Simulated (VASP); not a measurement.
Input of a VASP 6.6.1 run:

The input INCAR:

```
PREC = Accurate ; ENCUT = 500
EDIFF = 1E-6 ; ISMEAR = 0
SIGMA = 0.1 ; LREAL = False
LASPH = True ; NELM = 120
ALGO = Normal ; ISIF = 2
LWAVE = False ; LCHARG = False
GGA = PE ; ISYM = 0
NBANDS = 17 ; GGA_COMPAT = False
```

Contents of KPOINTS:

```
regular mesh
0
Gamma
  1 1 1
```

File POSCAR:

```
PbS
1.0
    3.6536590000      0.0000000000      0.0000000000
    0.0000000000      3.6536590000      0.0000000000
    0.0000000000      0.0000000000      3.6536590000
Pb S
1 1
Direct
    0.0000000000      0.0000000000      0.0000000000
    0.5000000000      0.5000000000      0.5000000000
```

Potentials or basis: VASP PAW PBE potentials, release 64 (Pb_d, S).

Run with:

```console
$ cat potpaw_PBE.64/Pb_d/POTCAR potpaw_PBE.64/S/POTCAR > POTCAR
$ mpirun -np 1 vasp_gam > vasp.out
```

Question: Estimate the band gap on the k mesh.

Answer: 7.10 eV.

Question: What does it give for the pressure?

Answer: 2.4 GPa.

Caveat: the k points lie up to 1.72 Å⁻¹ apart; spin-orbit coupling is left out, which moves the levels of the heavy elements. A k mesh can miss the band edges.
